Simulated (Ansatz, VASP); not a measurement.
## Two plane-wave programs on H2Os3

```
H Os
1.0
     2.84287    0.00000    0.00000
    -1.42143    2.46199    0.00000
     0.00000    0.00000    7.04116
H Os
2 3
Direct
  0.66667 0.33333 0.19254
  0.66667 0.33333 0.80746
  0.00000 0.00000 0.32097
  0.00000 0.00000 0.67903
  0.33333 0.66667 0.00000
```

Alike in both runs: functional PBE; k mesh 18 × 18 × 6; occupations gaussian, width 0.1 eV; no spin polarisation.

Ansatz relaxed the structure, and its values are those at the end. VASP's run is a single point on that final structure, the one shown.

|  | VASP | Ansatz |
| --- | --- | --- |
| version | VASP 6.6.1 | Ansatz 0.2.0 |
| potentials or method | VASP PAW PBE potentials, release 64 (H, Os), cutoff 520 eV | scalar-relativistic, plane waves, PAW |
| valence electrons in the cell | 26 | 50 |

```csv
,VASP,Ansatz,Ansatz less VASP
gap on the k mesh at the Fermi level (eV),none,none,-
pressure (GPa),0.6,0.0,-0.62
rms of the force components (eV/Å),0.047,0.003,-0.0447
```

A gap of «none» marks a metal or a gap that the smearing closes. The functional is the same, so the differences come from potentials, cutoffs and numerics. VASP's potentials hold 26 valence electrons a cell and Ansatz's 50, so a difference there can come from the potentials and not from the codes.

Neither program's run includes spin-orbit coupling.
